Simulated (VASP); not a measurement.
Write the native input for VASP 6.6.1 that does the following.

```yaml
Task: single point
Functional: PBE
Dispersion: D3(BJ)
Potentials_or_basis: VASP PAW PBE potentials, release 64 (Se, W_sv)
Cutoff: 520 eV
k_mesh: 12 × 12 × 1
Occupations: gaussian, width 0.02 eV
Spin: no spin polarisation
Dipole_correction: yes
Further_INCAR_settings: ALGO = Normal; EDIFF = 1e-06; NBANDS = 35
```

The structure of WSe2 lies in POSCAR:

```
WSe2
1.0
    3.2820000000      0.0000000000      0.0000000000
   -1.6410000000      2.8422953752      0.0000000000
    0.0000000000      0.0000000000     43.4599999996
Se W
4 2
Direct
    0.6666666667      0.3333333333      0.2077106576
    0.6666666667      0.3333333333      0.2852461752
    0.3333333333      0.6666666667      0.3551127756
    0.3333333333      0.6666666667      0.4326482932
    0.3333333333      0.6666666667      0.2464858934
    0.6666666667      0.3333333333      0.3938730573
```

One way to write it, as run:

INCAR

```
SYSTEM = WSe2
PREC     = Accurate       ! precision mode
ENCUT    = 520            ! plane-wave cutoff, eV
EDIFF    = 1E-6           ! SCF threshold, eV
ISMEAR   = 0              ! smearing method
SIGMA    = 0.02           ! smearing width, eV
LREAL    = .FALSE.        ! projectors in reciprocal space
LASPH    = .TRUE.         ! aspherical terms in the spheres
NELM     = 100            ! most SCF steps
ALGO     = Normal         ! electronic algorithm
ISIF     = 2              ! what is computed and relaxed
LWAVE    = .FALSE.        ! write WAVECAR
LCHARG   = .FALSE.        ! write CHGCAR
LDIPOL   = .TRUE.       
IDIPOL   = 3            
DIPOL    = 0.5 0.5 0.320
GGA      = PE             ! functional
IVDW     = 12             ! dispersion correction
NBANDS   = 35             ! bands
```

KPOINTS

```
Automatic mesh
0
G
  12 12 1
  0 0 0
```

Potentials or basis: VASP PAW PBE potentials, release 64 (Se, W_sv).

Launch:

```bash
$ cat potpaw_PBE.64/Se/POTCAR potpaw_PBE.64/W_sv/POTCAR > POTCAR
$ mpirun -np 1 vasp_std > vasp.out
```

Results of the run:

| Quantity | Value |
| --- | --- |
| Largest force | 0.047 eV/Å |
| Band gap on the k mesh | 1.28 eV, indirect (least direct gap 1.62 eV) |
| Dispersion energy per atom | -0.403 eV |

Caveat: spin-orbit coupling is left out, which moves the levels of the heavy elements.

Wall time 13 min on 1 thread of Intel Xeon 8259CL, with other jobs on the host, peak memory 0.59 GiB.
